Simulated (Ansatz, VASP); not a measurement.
# TiO: VASP beside Ansatz

Contents of INCAR:

```
SYSTEM = TiO
ALGO = Normal
EDIFF = 1E-6
EDIFFG = -0.01
ENCUT = 600
GGA = PS
IBRION = 2
ISIF = 3
ISMEAR = 0
LASPH = .TRUE.
LCHARG = .FALSE.
LREAL = .FALSE.
LWAVE = .FALSE.
NELM = 60
NSW = 80
PREC = Accurate
SIGMA = 0.1
```

File KPOINTS:

```
k-points
0
G
  12 12 12
  0 0 0
```

Contents of POSCAR:

```
TiO
1.0
    4.9890877720      0.0000000000      0.0000000000
   -2.4945438860      4.3206767523      0.0000000000
    0.0000000000      0.0000000000      2.8733134400
Ti O
3 3
Direct
    0.6666666667      0.3333333333      0.5000000000
    0.3333333333      0.6666666667      0.5000000000
    0.0000000000      0.0000000000      0.0000000000
    0.6055592400      0.6055592400      0.0000000000
    0.3944407600      0.0000000000      0.0000000000
    0.0000000000      0.3944407600      0.0000000000
```

Input for Ansatz:

```yaml
crystal:
  lattice:
    - [4.989087772, 0.0, 0.0]
    - [-2.494543886, 4.3206767523, 0.0]
    - [0.0, 0.0, 2.87331344]
  atoms:
    - { symbol: Ti, position: [0.6666666667, 0.3333333333, 0.5] }
    - { symbol: Ti, position: [0.3333333333, 0.6666666667, 0.5] }
    - { symbol: Ti, position: [0.0, 0.0, 0.0] }
    - { symbol: O, position: [0.60555924, 0.60555924, 0.0] }
    - { symbol: O, position: [0.39444076, 0.0, 0.0] }
    - { symbol: O, position: [0.0, 0.39444076, 0.0] }
basis:
  ecutwfc: 420
kpoints:
  mp_grid: { grid: [12, 12, 12] }
hamiltonian:
  xc: pbesol
scf:
  occupations: { method: gaussian, width: 0.1 }
output:
  forces: true
  stress: true
  eigenvalues: true
relax:
  adjacent_minimum: "off"
  f_tol: 0.01
  max_steps: 60
  cell: { stress_tol: 0.05 }
```

Alike in both runs: task relaxation of cell and atoms; functional PBEsol; k mesh 12 × 12 × 12; occupations gaussian, width 0.1 eV; no spin polarisation.

|  | VASP | Ansatz |
| --- | --- | --- |
| version | VASP 6.6.1 | Ansatz 0.2.0 |
| potentials or method | VASP PAW PBE potentials, release 64 (Ti_sv, O), cutoff 600 eV | scalar-relativistic, plane waves, PAW |
| valence electrons in the cell | 54 | 54 |

```csv
,VASP,Ansatz,Ansatz less VASP
"gap on the k mesh at the Fermi level, each at its own relaxed structure (eV)",none,none,-
relaxed volume (Å³/atom),10.08,10.06,-0.020
relaxed cell length with the largest relative difference (Å),2.838,2.836,-0.0019
```

VASP's potentials were made for PBE, not for PBEsol. A gap of «none» marks a metal or a gap that the smearing closes.
